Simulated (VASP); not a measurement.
The system is I.

```
CELL_PARAMETERS angstrom
0.00000 2.36560 3.90984
2.19225 0.00000 3.90984
2.19225 2.36560 0.00000
ATOMIC_POSITIONS crystal
I 0.00000 0.00000 0.00000
```

```yaml
Program: VASP 6.6.1
Task: relaxation of cell and atoms
Functional: PBEsol
Potentials_or_basis: VASP PAW PBE potentials, release 64 (I)
Cutoff: 600 eV
k_mesh: 9 × 9 × 9
Occupations: fermi-dirac, width 0.05 eV
Spin: no spin polarisation
```

At the start: pressure -1.4 GPa; volume 40.55 Å³/atom.

Task: Where does the relaxation end?

Result: Over 16 steps the energy falls by 10.9 meV/atom and the volume is 37.40 Å³/atom (-7.8 %); space group Fmmm (No. 69, to 0.1 Å) before and after.

The path:
```csv
step,energy change (eV),largest force (eV/Å),pressure (GPa),volume (Å³)
1,0.0000,0.0000,-1.40,40.55
2,-0.0070,0.0000,0.53,38.50
3,-0.0086,0.0000,-0.11,39.09
4,-0.0090,0.0000,-0.10,38.91
5,-0.0100,0.0000,-0.06,38.38
6,-0.0107,0.0000,0.03,37.32
7,-0.0108,0.0000,0.01,37.54
8,-0.0108,0.0000,0.02,37.50
9,-0.0108,0.0000,-0.07,37.55
10,-0.0108,0.0000,-0.09,37.56
11,-0.0108,0.0000,-0.09,37.56
12,-0.0109,0.0000,-0.08,37.54
13,-0.0109,0.0000,-0.06,37.49
14,-0.0109,0.0000,-0.03,37.40
15,-0.0109,0.0000,-0.04,37.43
16,-0.0109,0.0000,0.00,37.40
```

Final structure:
```
I
1.0
     0.00000    2.30499    3.72281
     2.17948    0.00000    3.72281
     2.17948    2.30499    0.00000
I
1
Direct
  0.00000 0.00000 0.00000
```

Caveat: the PAW data sets were made with another functional, which shifts forces and pressure a little; an odd number of electrons without spin polarisation forces a metal; a magnetic or distorted state may lie lower.
